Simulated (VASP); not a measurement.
# Sn (I4/mmm) in VASP: notebook

Sn is run at these levels: PBEsol; tasks: single point.

Everything below comes from runs of VASP 6.6.1. Logs are shortened: lines on timing, memory, paths and dates and some standing lists are left out, and cuts for length are marked.

## (1) The cell of the first run

It takes space group I4/mmm (No. 139, tetragonal). The conventional cell has a = 4.092 Å, b = 4.092 Å, c = 3.638 Å, α = 90.00°, β = 90.00°, γ = 90.00°. Sn (site symmetry 4/mmm) has 14 Sn at 3.42 to 4.09 Å within 4.5 Å.

## (2) Single point, PBEsol (strain +0.080 along x and y, -0.040 along z)

Contents of INCAR:

```
SYSTEM = Sn
ALGO     = Fast           ! electronic algorithm
EDIFF    = 1E-6           ! SCF threshold, eV
ENCUT    = 520            ! plane-wave cutoff, eV
GGA      = PS             ! functional
ISIF     = 2              ! what is computed and relaxed
ISMEAR   = 0              ! smearing method
LASPH    = .TRUE.         ! aspherical terms in the spheres
LCHARG   = .FALSE.        ! write CHGCAR
LREAL    = .FALSE.        ! projectors in reciprocal space
LWAVE    = .FALSE.        ! write WAVECAR
NBANDS   = 13             ! bands
NELM     = 80             ! most SCF steps
PREC     = Accurate       ! precision mode
SIGMA    = 0.15           ! smearing width, eV
```

Contents of KPOINTS:

```
k-points
0
G
  18 18 18
  0 0 0
```

Contents of POSCAR:

```
Sn
1.0
   -2.0462239647      2.0462239647      1.8188657464
    2.0462239647     -2.0462239647      1.8188657464
    2.0462239647      2.0462239647     -1.8188657464
Sn
1
Direct
    0.0000000000      0.0000000000      0.0000000000
```

Potentials or basis: VASP PAW PBE potentials, release 64 (Sn_d).

Command:

```console
$ cat potpaw_PBE.64/Sn_d/POTCAR > POTCAR
$ mpirun -np 1 vasp_std > vasp.out
```

OUTCAR:

```text
SYSTEM = Sn
   EDIFF = 1E-6
   ENCUT = 520
   GGA = PS
   ISIF = 2
   ISMEAR = 0
   LASPH = .TRUE.
   LREAL = .FALSE.
   NELM = 80
   PREC = Accurate

 ion  position               nearest neighbor table
   1  0.000  0.000  0.000-

  LATTYP: Found a body centered tetragonal cell.
 ALAT       =     4.0924479294
 C/A-ratio  =     0.8888888889

  Lattice vectors:

 A1 = (  -2.0462239647,   2.0462239647,   1.8188657464)
 A2 = (   2.0462239647,  -2.0462239647,   1.8188657464)
 A3 = (   2.0462239647,   2.0462239647,  -1.8188657464)

Analysis of symmetry for initial positions (statically):
=====================================================================
 Subroutine PRICEL returns:
 Original cell was already a primitive cell.

 Routine SETGRP: Setting up the symmetry group for a
 body centered tetragonal supercell.

 Subroutine GETGRP returns: Found 16 space group operations
 (whereof 16 operations were pure point group operations)
 out of a pool of 16 trial point group operations.

The static configuration has the point symmetry D_4h.

Analysis of symmetry for dynamics (positions and initial velocities):
=====================================================================
 Subroutine PRICEL returns:
 Original cell was already a primitive cell.

 Routine SETGRP: Setting up the symmetry group for a
 body centered tetragonal supercell.

 Subroutine GETGRP returns: Found 16 space group operations
 (whereof 16 operations were pure point group operations)
 out of a pool of 16 trial point group operations.

The dynamic configuration has the point symmetry D_4h.

 Subroutine INISYM returns: Found 16 space group operations
 (whereof 16 operations are pure point group operations),
 and found     1 'primitive' translations

----------------------------------------------------------------------------------------

                                     Primitive cell

  volume of cell :      30.4626

  direct lattice vectors                    reciprocal lattice vectors
    -2.046223965  2.046223965  1.818865746     0.000000000  0.244352529  0.274896595
     2.046223965 -2.046223965  1.818865746     0.244352529  0.000000000  0.274896595
     2.046223965  2.046223965 -1.818865746     0.244352529  0.244352529  0.000000000

  length of vectors
     3.417943480  3.417943480  3.417943480     0.367799261  0.367799261  0.345566660

[... 85 lines left out ...]
   ISYM   =      2    0-nonsym 1-usesym 2-fastsym
   POTIM  = 0.5000    time-step for ionic-motion
   TEBEG  =    0.0;   TEEND  =   0.0 temperature during run
   PSTRESS=    0.0 pullay stress
   NELECT =      14.0000    total number of electrons
   NUPDOWN=      -1.0000    fix difference up-down
   EMIN   =  10.00;   EMAX   =-10.00  energy-range for DOS
   EFERMI =   0.00;   METHOD = LEGACY
   ISMEAR =     0;   SIGMA  =   0.15  broadening in eV -4-tet -1-fermi 0-gaus
   EFERMI_NEDOS =   21; number of points for ismear=-14 and -15
   IALGO  =     68    algorithm
   IMIX   =      4    mixing-type and parameters
     AMIX     =   0.40;   BMIX     =  1.00
     AMIX_MAG =   1.60;   BMIX_MAG =  1.00
  volume/ion in A,a.u.               =      30.46       205.57
  Fermi-wavevector in a.u.,A,eV,Ry     =   1.263364  2.387412 21.716106  1.596089
  Thomas-Fermi vector in A             =   2.396725
   LORBIT       =      0    0 simple, 1 ext, 2 COOP (PROOUT), +10 PAW based schemes
   GGA     = PS    functional components
   LHFCALC =     F    Hartree Fock is set to
   AEXX    =    0.0000 exact exchange contribution
   IVDW    =     0    specifies the selected vdW correction
   LEPSILON=     F    determine dielectric tensor
   LRPA    =     F    only Hartree local field effects (RPA)
 non-spin polarized calculation
 RMM-DIIS sequential band-by-band and
 Gauss-broadening in eV      SIGMA  =   0.15
  energy-cutoff  :      520.00
  volume of cell :       30.46
 maximum number of plane-waves:       848
 NGX is ok and might be reduce to    28
   NGX = 13   NGY = 13   NGZ = 13

 number of electron      14.0000003 magnetization

 Free energy of the ion-electron system (eV)
  ---------------------------------------------------
  ext. energy  EPLUGINS =         0.00000000
  ---------------------------------------------------
  free energy    TOTEN  =        -4.15241562 eV

  energy without entropy =       -4.14618778  energy(sigma->0) =       -4.14930170

 E-fermi :   6.6281     XC(G=0):  -9.9790

 val. band max:        6.6068582859   @ k =  -0.2778   0.5000   0.2222
 cond. band min:       6.6345767329   @ k =  -0.3889   0.5000   0.2778
 fundamental gap:      0.0277184470
 Fermi energy:         6.6280541470

 k-point     1 :       0.0000    0.0000    0.0000
  band No.  band energies     occupation
      1     -14.7928      2.00000
      2     -14.7635      2.00000
      3     -14.7635      2.00000
      4     -14.7078      2.00000
      5     -14.6670      2.00000
      6      -3.7018      2.00000
      7      13.1794      0.00000
      8      13.1794      0.00000
      9      14.1326      0.00000
     10      17.2063      0.00000
     11      18.2738      0.00000
     12      18.3859      0.00000
     13      18.3859      0.00000
[... 354 lines left out ...]
  band No.  band energies     occupation
      1     -14.7887      2.00000
      2     -14.7568      2.00000
      3     -14.7228      2.00000
      4     -14.7014      2.00000
      5     -14.6775      2.00000
      6      -2.9043      2.00000
      7       9.7723      0.00000
      8      11.0869      0.00000
      9      12.3470      0.00000
     10      15.4755      0.00000
     11      16.4181      0.00000
     12      18.8961      0.00000
     13      20.2533      0.00000

 [... further k-points ...]

------------------------ aborting loop because EDIFF is reached ----------------------------------------

  FORCE on cell =-STRESS in cart. coord.  units (eV):
  Direction    XX          YY          ZZ          XY          YZ          ZX
  --------------------------------------------------------------------------------------
  -------------------------------------------------------------------------------------
  Total       -1.0605679     -1.0605679     -1.1867416      0.0000000      0.0000000      0.0000000
  in kB      -55.7804621    -55.7804621    -62.4165510      0.0000000      0.0000000      0.0000000
  external PRESSURE =     -57.9924917 kB  Pullay stress =       0.0000000 kB

 VOLUME and BASIS-vectors are now :
 -----------------------------------------------------------------------------
  energy-cutoff  :      520.00
  volume of cell :       30.46
      direct lattice vectors                 reciprocal lattice vectors
    -2.046223965  2.046223965  1.818865746     0.000000000  0.244352529  0.274896595
     2.046223965 -2.046223965  1.818865746     0.244352529  0.000000000  0.274896595
     2.046223965  2.046223965 -1.818865746     0.244352529  0.244352529  0.000000000

 POSITION                                       TOTAL-FORCE (eV/Angst)
 -----------------------------------------------------------------------------------
      0.00000      0.00000      0.00000        -0.000000     -0.000000      0.000000
 -----------------------------------------------------------------------------------
    total drift:                               -0.000000     -0.000000     -0.000000

  FREE ENERGIE OF THE ION-ELECTRON SYSTEM (eV)
  ---------------------------------------------------
  free  energy   TOTEN  =        -4.1524156218 eV

  energy  without entropy=       -4.1461877777  energy(sigma->0) =       -4.14930170
```

OSZICAR:

```text
N       E                     dE             d eps       ncg     rms          rms(c)
DAV:   1     0.807663963814E+02    0.80766E+02   -0.72010E+03 12753   0.154E+03
DAV:   2     0.168518362998E+01   -0.79081E+02   -0.76731E+02 13285   0.335E+02
DAV:   3    -0.404222808165E+01   -0.57274E+01   -0.57079E+01 14903   0.742E+01
DAV:   4    -0.416512155520E+01   -0.12289E+00   -0.12287E+00 14884   0.117E+01
DAV:   5    -0.416950457029E+01   -0.43830E-02   -0.43829E-02 16357   0.213E+00    0.110E+00
RMM:   6    -0.415605290838E+01    0.13452E-01   -0.14482E-02 15708   0.157E+00    0.615E-01
RMM:   7    -0.415252418587E+01    0.35287E-02   -0.98470E-03 15501   0.115E+00    0.104E-01
RMM:   8    -0.415237379716E+01    0.15039E-03   -0.88795E-04 17113   0.454E-01    0.269E-02
RMM:   9    -0.415241192238E+01   -0.38125E-04   -0.36935E-04 18776   0.182E-01    0.207E-02
RMM:  10    -0.415241282800E+01   -0.90561E-06   -0.62617E-05 16783   0.118E-01    0.289E-03
RMM:  11    -0.415241500354E+01   -0.21755E-05   -0.34308E-05 19965   0.574E-02    0.685E-03
RMM:  12    -0.415241562178E+01   -0.61824E-06   -0.37098E-06 13069   0.193E-02
   1 F= -.41524156E+01 E0= -.41493017E+01  d E =-.622784E-02
```

stdout:

```text
POSCAR found type information on POSCAR Sn
 POSCAR found :  1 types and       1 ions
 scaLAPACK will be used
 -----------------------------------------------------------------------------
|                                                                             |
|                                                                             |
|     You enforced a specific xc type in the INCAR file but a different       |
|     I HOPE YOU KNOW WHAT YOU ARE DOING!                                     |
|                                                                             |
 -----------------------------------------------------------------------------

 LDA part: xc-table for (Slater+PW92), standard interpolation
 POSCAR, INCAR and KPOINTS ok, starting setup
 FFT: planning ... GRIDC
 FFT: planning ... GRID_SOFT
 FFT: planning ... GRID
 WAVECAR not read
 entering main loop
WARNING in EDDRMM: call to ZHEGV failed, returncode =   6  3     12
WARNING in EDDRMM: call to ZHEGV failed, returncode =   8  4     12
WARNING in EDDRMM: call to ZHEGV failed, returncode =   8  4     10
```

Run time: 75 s. Hardware: 1 thread of Intel Xeon 6975P-C (Granite Rapids), shared host; peak memory 0.29 GiB.

What came out:

| Item | Value |
| --- | --- |
| Free energy | -4.1524 eV |
| Pressure | -5.8 GPa |
| Band gap on the k mesh | zero (band 7 reaches 13.18 eV, above the bottom of band 8 at 4.67 eV) |

Caveat: the cell differs from its parent crystal (strain +0.080 along x and y, -0.040 along z); the PAW data sets were made with another functional, which shifts forces and pressure a little; spin-orbit coupling is left out, which moves the levels of the heavy elements.

## (3) Single point, PBEsol (strain +0.080 along x and y, +0.000 along z)

Contents of INCAR:

```
PREC = Accurate
ENCUT = 520
EDIFF = 1E-7
ISMEAR = 0
SIGMA = 0.15
LREAL = False
LASPH = True
NELM = 60
ALGO = Fast
ISIF = 2
LWAVE = False
LCHARG = False
GGA = PS
NBANDS = 13
```

Contents of KPOINTS:

```
Automatic mesh
0
Gamma
  18 18 18
```

Contents of POSCAR:

```
Sn
1.0
   -2.0462239647      2.0462239647      1.8946518192
    2.0462239647     -2.0462239647      1.8946518192
    2.0462239647      2.0462239647     -1.8946518192
Sn
1
Direct
    0.0000000000      0.0000000000      0.0000000000
```

Potentials or basis: VASP PAW PBE potentials, release 64 (Sn_d).

Command:

```console
$ cat potpaw_PBE.64/Sn_d/POTCAR > POTCAR
$ mpirun -np 1 vasp_std > vasp.out
```

Run time: 96 s. Hardware: 1 thread of Intel Xeon 6975P-C (Granite Rapids), shared host; peak memory 0.3 GiB.

It converged, with:

| Quantity | Value |
| --- | --- |
| Free energy | -4.0975 eV |
| Pressure | -6.9 GPa |
| Band gap on the k mesh | zero (band 7 reaches 12.62 eV, above the bottom of band 8 at 4.27 eV) |

Stress tensor (GPa, compression positive):
```
-6.55  0.00  0.00
 0.00 -6.55  0.00
 0.00  0.00 -7.53
```

Levels at points of the mesh, in eV from the Fermi level:
```csv
k point,band 4,band 5,band 6,band 7,band 8,band 9,band 10,band 11
"(0.00, 0.00, 0.00)",-21.33,-21.31,-10.07,6.43,6.43,6.92,10.80,11.60
"(0.50, 0.00, 0.00)",-21.31,-21.26,-6.14,-3.63,2.87,4.46,6.83,7.42
"(0.50, 0.50, 0.00)",-21.32,-21.27,-6.57,-3.81,3.69,5.60,7.85,8.59
"(0.50, 0.50, 0.50)",-21.28,-21.27,-3.43,-0.72,-0.72,0.56,3.58,4.35
```

Caveat: the cell differs from its parent crystal (strain +0.080 along x and y, +0.000 along z); the PAW data sets were made with another functional, which shifts forces and pressure a little; spin-orbit coupling is left out, which moves the levels of the heavy elements.
